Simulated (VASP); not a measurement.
Set up this calculation in VASP 6.6.1, as the native input.

```
Task                   : single point
Functional             : PBE
Dispersion             : D3(BJ)
Potentials or basis    : VASP PAW PBE potentials, release 64 (F)
Cutoff                 : 520 eV
k mesh                 : 8 × 8 × 4
Occupations            : gaussian, width 0.02 eV
Spin                   : no spin polarisation
Dipole correction      : no
Further INCAR settings : ALGO = Normal; EDIFF = 1e-06; NBANDS = 22
```

The structure of F lies in POSCAR:

```
F
1.0
    2.8031987270     -1.5839650253     -0.1384444314
    2.8031987270      1.5839650253     -0.1384444314
   -1.9203140105      0.0000000000      7.0210706099
F
4
Direct
    0.0807172140      0.0807172140      0.0966966788
    0.9192827860      0.9192827860      0.9033033212
    0.4990996243      0.4990996243      0.5970510331
    0.5009003757      0.5009003757      0.4029489669
```

This cell differs from its parent crystal: volume scaled by 0.88, then relaxed in part.

One way to write it, as run:

INCAR

```
PREC = Accurate ; ENCUT = 520
EDIFF = 1E-6 ; ISMEAR = 0
SIGMA = 0.02 ; LREAL = F
LASPH = T ; NELM = 100
ALGO = Normal ; ISIF = 2
LWAVE = F ; LCHARG = T
GGA = PE ; IVDW = 12
LELF = T ; LVHAR = T
NBANDS = 22
```

KPOINTS

```
regular mesh
0
Gamma
  8 8 4
```

Potentials or basis: VASP PAW PBE potentials, release 64 (F).

Run with:

```console
$ cat potpaw_PBE.64/F/POTCAR > POTCAR
$ mpirun -np 1 vasp_std > vasp.out
```

Results of the run:

```
Pressure                   : 1.0 GPa
Largest force              : 0.376 eV/Å
Band gap on the k mesh     : 2.62 eV, indirect (least direct gap 2.68 eV)
Dispersion energy per atom : -0.031 eV
```

Wall time 26 s on 1 thread of Intel(R) Xeon(R) 6975P-C (Granite Rapids) (shared host), peak memory 0.22 GiB.
